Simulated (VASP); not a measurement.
Wanted: the native input for a VASP 6.6.1 run.

* Task: relaxation of cell and atoms
* Functional: PBE
* Potentials or basis: VASP PAW PBE potentials, release 64 (B, F)
* Cutoff: 600 eV
* k mesh: 4 × 4 × 6
* Occupations: gaussian, width 0.1 eV
* Spin: no spin polarisation
* Dipole correction: no
* Further INCAR settings: ALGO = Normal; EDIFF = 1e-07; IBRION = 2; EDIFFG = -0.04; NSW = 90; ISIF = 3

The structure of B3F2 lies in POSCAR:

```
B3F2
1.0
    5.7568075828      0.0000000000      0.0000000000
    0.0000000000      5.7568075828      0.0000000000
    0.0000000000      0.0000000000      2.8921123412
B F
6 4
Direct
    0.0000000000      0.0000000000      0.0000000000
    0.5000000000      0.5000000000      0.0000000000
    0.1800000000      0.6800000000      0.5000000000
    0.3200000000      0.1800000000      0.5000000000
    0.8200000000      0.3200000000      0.5000000000
    0.6800000000      0.8200000000      0.5000000000
    0.3800000000      0.8800000000      0.0000000000
    0.1200000000      0.3800000000      0.0000000000
    0.6200000000      0.1200000000      0.0000000000
    0.8800000000      0.6200000000      0.0000000000
```

One way to write it, as run:

INCAR

```
PREC = Accurate ; ENCUT = 600
EDIFF = 1E-7 ; ISMEAR = 0
SIGMA = 0.1 ; LREAL = False
LASPH = True ; NELM = 60
ALGO = Normal ; ISIF = 3
LWAVE = False ; LCHARG = False
GGA = PE ; IBRION = 2
NSW = 90 ; EDIFFG = -0.04
```

KPOINTS

```
Automatic mesh
0
Gamma
  4 4 6
```

Potentials or basis: VASP PAW PBE potentials, release 64 (B, F).

Launch:

```sh
$ cat potpaw_PBE.64/B/POTCAR potpaw_PBE.64/F/POTCAR > POTCAR
$ mpirun -np 1 vasp_std > vasp.out
```

Results of the run:

```yaml
Relaxed_volume: 9.69 Å³/atom
Relaxed_cell: a = 6.886 Å, b = 6.886 Å, c = 2.043 Å, α = 90.00°, β = 90.00°, γ = 90.00°
Space_group_after_relaxing_to_0.1_Å: P4/mbm (No. 127)
Energy_gained_by_relaxing: 1124.0 meV/atom
Ionic_steps: 48
Pressure_after_relaxing: 0.0 GPa
Largest_force_after_relaxing: 0.034 eV/Å
Band_gap_on_the_k_mesh: zero (bands 23 and 24 overlap by 4.18 eV)
```

Caveat: the k points lie up to 0.51 Å⁻¹ apart in the final cell, too coarse for converged energies and pressures of a metal; a cell axis changed by over 15 % at a fixed basis, so the end point is rough.

Run time: 22 min on 1 thread of AMD EPYC 9R45 96-Core Processor (Zen 5) (shared host), peak memory 0.22 GiB.
